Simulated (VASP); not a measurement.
Write the native input for VASP 6.6.1 that does the following.

| Quantity | Value |
| --- | --- |
| Task | single point |
| Functional | PBE |
| Potentials or basis | VASP PAW PBE potentials, release 64 (Zr_sv, Si) |
| Cutoff | 520 eV |
| k mesh | 7 × 7 × 7 |
| Occupations | fermi-dirac, width 0.05 eV |
| Spin | no spin polarisation |
| Dipole correction | no |
| Further INCAR settings | ALGO = Normal; EDIFF = 1e-06; NBANDS = 29 |

The structure of ZrSi2 lies in POSCAR:

```
ZrSi2
1.0
    1.8151730594     -7.2171006560      0.0000000000
    1.8151730594      7.2171006560      0.0000000000
    0.0000000000      0.0000000000      3.5970401912
Zr Si
2 4
Direct
    0.1054000000      0.8946000000      0.2500000000
    0.8946000000      0.1054000000      0.7500000000
    0.7504000000      0.2496000000      0.2500000000
    0.2496000000      0.7504000000      0.7500000000
    0.4478000000      0.5522000000      0.2500000000
    0.5522000000      0.4478000000      0.7500000000
```

One way to write it, as run:

INCAR

```
PREC = Accurate
ENCUT = 520
EDIFF = 1E-6
ISMEAR = -1
SIGMA = 0.05
LREAL = F
LASPH = T
NELM = 60
ALGO = Normal
ISIF = 2
LWAVE = F
LCHARG = T
GGA = PE
LELF = T
LVHAR = T
NBANDS = 29
```

KPOINTS

```
Automatic mesh
0
Gamma
  7 7 7
```

Potentials or basis: VASP PAW PBE potentials, release 64 (Zr_sv, Si).

Command:

```sh
$ cat potpaw_PBE.64/Zr_sv/POTCAR potpaw_PBE.64/Si/POTCAR > POTCAR
$ mpirun -np 1 vasp_std > vasp.out
```

It gave:

- Pressure: 10.3 GPa
- Largest force: 0.380 eV/Å
- Band gap on the k mesh: zero (bands 20 and 21 overlap by 0.96 eV)

Caveat: the cell stands under pressure.

Run time: 3.8 min on 1 thread of Intel(R) Xeon(R) Platinum 8259CL CPU @ 2.50GHz (Skylake/Cascade Lake), with other jobs on the host, peak memory 0.35 GiB.
